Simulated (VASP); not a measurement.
# Al4Co3Ni in VASP: a series of runs, part 2 of 2

VASP 6.6.1.

## Step 3: Single point, PBE, collinear spin, ferromagnetic start (11.06 Å³/atom)

This run uses another cell than the first one, of 11.06 Å³/atom.

The input, INCAR:

```
  PREC = Accurate
  ENCUT = 520
  EDIFF = 1E-6
  ISMEAR = 0
  SIGMA = 0.1
  LREAL = False
  LASPH = True
  NELM = 150
  ALGO = Normal
  ISIF = 2
  LWAVE = False
  LCHARG = False
  ISPIN = 2
  MAGMOM = 0 0 0 0 0.35 0.35 0.35 0.12
  LORBIT = 11
  LMAXMIX = 4
  GGA = PE
  NBANDS = 38
```

The input, KPOINTS:

```
regular mesh
0
Gamma
  10 10 10
```

The input, POSCAR:

```
Al4Co3Ni
1.0
   -2.8065602472      2.8065602472      2.8077203905
    2.8065602472     -2.8065602472      2.8077203905
    2.8065602472      2.8065602472     -2.8077203905
Al Co Ni
4 3 1
Direct
    0.0000000000      0.5000000000      0.0000000000
    0.5000000000      0.0000000000      0.0000000000
    0.5000000000      0.5000000000      0.5000000000
    0.0000000000      0.0000000000      0.5000000000
    0.5000000000      0.0000000000      0.5000000000
    0.0000000000      0.5000000000      0.5000000000
    0.5000000000      0.5000000000      0.0000000000
    0.0000000000      0.0000000000      0.0000000000
```

Potentials or basis: VASP PAW PBE potentials, release 64 (Al, Co, Ni).

Run with:

```sh
> cat potpaw_PBE.64/Al/POTCAR potpaw_PBE.64/Co/POTCAR potpaw_PBE.64/Ni/POTCAR > POTCAR
> mpirun -np 1 vasp_std > vasp.out
```

OUTCAR:

```text
PREC = Accurate
   ENCUT = 520
   EDIFF = 1E-6
   ISMEAR = 0
   LREAL = False
   LASPH = True
   NELM = 150
   ISIF = 2
   ISPIN = 2
   LORBIT = 11
   GGA = PE

 ion  position               nearest neighbor table
   1  0.000  0.500  0.000-   5 2.43   6 2.43   7 2.43   8 2.43   6 2.43   8 2.43   7 2.43   5 2.43
                             4 2.81   3 2.81   3 2.81   4 2.81   2 2.81   2 2.81
   2  0.500  0.000  0.000-   5 2.43   6 2.43   7 2.43   8 2.43   5 2.43   7 2.43   8 2.43   6 2.43
                             3 2.81   3 2.81   4 2.81   4 2.81   1 2.81   1 2.81
   3  0.500  0.500  0.500-   5 2.43   6 2.43   7 2.43   8 2.43   7 2.43   5 2.43   6 2.43   8 2.43
                             2 2.81   1 2.81   1 2.81   2 2.81   4 2.81   4 2.81
   4  0.000  0.000  0.500-   5 2.43   6 2.43   7 2.43   8 2.43   8 2.43   6 2.43   5 2.43   7 2.43
                             1 2.81   1 2.81   2 2.81   2 2.81   3 2.81   3 2.81
   5  0.500  0.000  0.500-   1 2.43   2 2.43   3 2.43   4 2.43   2 2.43   3 2.43   4 2.43   1 2.43
                             7 2.81   7 2.81   8 2.81   8 2.81   6 2.81   6 2.81
   6  0.000  0.500  0.500-   1 2.43   2 2.43   3 2.43   4 2.43   1 2.43   4 2.43   3 2.43   2 2.43
                             8 2.81   7 2.81   7 2.81   8 2.81   5 2.81   5 2.81
   7  0.500  0.500  0.000-   1 2.43   2 2.43   3 2.43   4 2.43   3 2.43   2 2.43   1 2.43   4 2.43
                             5 2.81   5 2.81   6 2.81   6 2.81   8 2.81   8 2.81
   8  0.000  0.000  0.000-   1 2.43   2 2.43   3 2.43   4 2.43   4 2.43   1 2.43   2 2.43   3 2.43
                             6 2.81   5 2.81   5 2.81   6 2.81   7 2.81   7 2.81

  LATTYP: Found a body centered tetragonal cell.
 ALAT       =     5.6131204944
 C/A-ratio  =     1.0004133684

  Lattice vectors:

 A1 = (  -2.8065602472,   2.8065602472,   2.8077203905)
 A2 = (   2.8065602472,  -2.8065602472,   2.8077203905)
 A3 = (   2.8065602472,   2.8065602472,  -2.8077203905)

Analysis of symmetry for initial positions (statically):
=====================================================================
 Subroutine PRICEL returns:
 Original cell was already a primitive cell.

 Routine SETGRP: Setting up the symmetry group for a
 body centered tetragonal supercell.

 Subroutine GETGRP returns: Found 16 space group operations
[... 1146 lines left out ...]
      5       7.7105      1.00000
      6       7.7109      1.00000
[... 925 lines left out ...]
     35      17.9111      0.00000
     36      18.0720      0.00000

 [... further k-points ...]

 [bands above 36 left out]

------------------------ aborting loop because EDIFF is reached ----------------------------------------

  FORCE on cell =-STRESS in cart. coord.  units (eV):
  Direction    XX          YY          ZZ          XY          YZ          ZX
  --------------------------------------------------------------------------------------
  -------------------------------------------------------------------------------------
  Total        6.5597106      6.5597106      6.5437938      0.0000000      0.0000000      0.0000000
  in kB      118.8044420    118.8044420    118.5161689      0.0000000      0.0000000      0.0000000
  external PRESSURE =     118.7083510 kB  Pullay stress =       0.0000000 kB

 VOLUME and BASIS-vectors are now :
 -----------------------------------------------------------------------------
  energy-cutoff  :      520.00
  volume of cell :       88.46
      direct lattice vectors                 reciprocal lattice vectors
    -2.806560247  2.806560247  2.807720391     0.000000000  0.178154023  0.178080411
     2.806560247 -2.806560247  2.807720391     0.178154023  0.000000000  0.178080411
     2.806560247  2.806560247 -2.807720391     0.178154023  0.178154023  0.000000000

 POSITION                                       TOTAL-FORCE (eV/Angst)
 -----------------------------------------------------------------------------------
      1.40328     -1.40328      1.40386        -0.000000     -0.000000      0.000000
     -1.40328      1.40328      1.40386        -0.000000     -0.000000      0.000000
      1.40328      1.40328      1.40386        -0.000000      0.000000      0.000000
      1.40328      1.40328     -1.40386        -0.000000     -0.000000      0.000000
      0.00000      2.80656      0.00000        -0.000000      0.000000     -0.000000
      2.80656      0.00000      0.00000         0.000000     -0.000000      0.000000
      0.00000      0.00000      2.80772         0.000000     -0.000000     -0.000000
      0.00000      0.00000      0.00000        -0.000000      0.000000      0.000000
 -----------------------------------------------------------------------------------
    total drift:                                0.000000      0.000000     -0.000000

  FREE ENERGIE OF THE ION-ELECTRON SYSTEM (eV)
  ---------------------------------------------------
  free  energy   TOTEN  =       -46.2137118760 eV

  energy  without entropy=      -46.1891858897  energy(sigma->0) =      -46.20144888

 total charge

# of ion       s       p       d       tot
------------------------------------------
    1        0.399   0.450   0.000   0.849
    2        0.399   0.450   0.000   0.849
    3        0.399   0.450   0.000   0.849
    4        0.399   0.450   0.000   0.849
    5        0.456   0.543   7.547   8.546
    6        0.456   0.543   7.547   8.546
    7        0.456   0.543   7.547   8.546
    8        0.505   0.592   8.494   9.592
--------------------------------------------------
tot          3.468   4.022  31.135  38.625

 magnetization (x)

# of ion       s       p       d       tot
------------------------------------------
    1       -0.001  -0.001   0.000  -0.002
    2       -0.001  -0.001   0.000  -0.002
    3       -0.001  -0.001   0.000  -0.002
    4       -0.001  -0.001   0.000  -0.002
    5        0.004  -0.003   0.237   0.238
    6        0.004  -0.003   0.237   0.238
    7        0.004  -0.003   0.234   0.235
    8        0.002  -0.003   0.076   0.075
--------------------------------------------------
tot          0.010  -0.016   0.783   0.778
```

OSZICAR:

```text
N       E                     dE             d eps       ncg     rms          rms(c)
DAV:   1     0.318358634055E+03    0.31836E+03   -0.19613E+04 15512   0.143E+03
DAV:   2    -0.288492216120E+02   -0.34721E+03   -0.32446E+03 15522   0.319E+02
DAV:   3    -0.521747185892E+02   -0.23325E+02   -0.21538E+02 17238   0.103E+02
DAV:   4    -0.527612833040E+02   -0.58656E+00   -0.58409E+00 18770   0.157E+01
DAV:   5    -0.527834322806E+02   -0.22149E-01   -0.22146E-01 19890   0.272E+00    0.259E+01
DAV:   6    -0.605935453074E+02   -0.78101E+01   -0.92468E+01 18548   0.145E+02    0.346E+01
DAV:   7    -0.465786114017E+02    0.14015E+02   -0.38367E+01 18140   0.929E+01    0.652E+00
DAV:   8    -0.467074390962E+02   -0.12883E+00   -0.34224E+00 23944   0.410E+01    0.899E+00
DAV:   9    -0.462753184224E+02    0.43212E+00   -0.17004E+00 23226   0.296E+01    0.270E+00
DAV:  10    -0.462147662442E+02    0.60552E-01   -0.16304E-01 21600   0.726E+00    0.130E+00
DAV:  11    -0.462214129800E+02   -0.66467E-02   -0.52725E-02 21022   0.470E+00    0.139E+00
DAV:  12    -0.462125351616E+02    0.88778E-02   -0.17720E-02 19476   0.304E+00    0.424E-01
DAV:  13    -0.462131404277E+02   -0.60527E-03   -0.25322E-03 20618   0.581E-01    0.245E-01
DAV:  14    -0.462136947783E+02   -0.55435E-03   -0.12929E-03 22756   0.439E-01    0.846E-02
DAV:  15    -0.462137113192E+02   -0.16541E-04   -0.25318E-04 23098   0.182E-01    0.339E-02
DAV:  16    -0.462137119441E+02   -0.62487E-06   -0.41114E-05 20480   0.563E-02    0.200E-02
DAV:  17    -0.462137118760E+02    0.68062E-07   -0.57328E-06 15250   0.354E-02
   1 F= -.46213712E+02 E0= -.46201449E+02  d E =-.245260E-01  mag=     0.7256
```

Wall time 19 min (1 thread of Oxide Virtual Turin-like, shared host); peak memory 0.57 GiB.

Results:

```
Free energy                                           : -46.2137 eV
Pressure                                              : 11.9 GPa
Net moment                                            : 0.72 μB per cell
Site moments                                          : Al -0.00; Co +0.24, +0.23 (each value once); Ni +0.07 μB
Valence electrons inside the program's atomic spheres : Al 0.85; Co 8.55; Ni 9.59
```

Caveat: the cell stands under pressure.
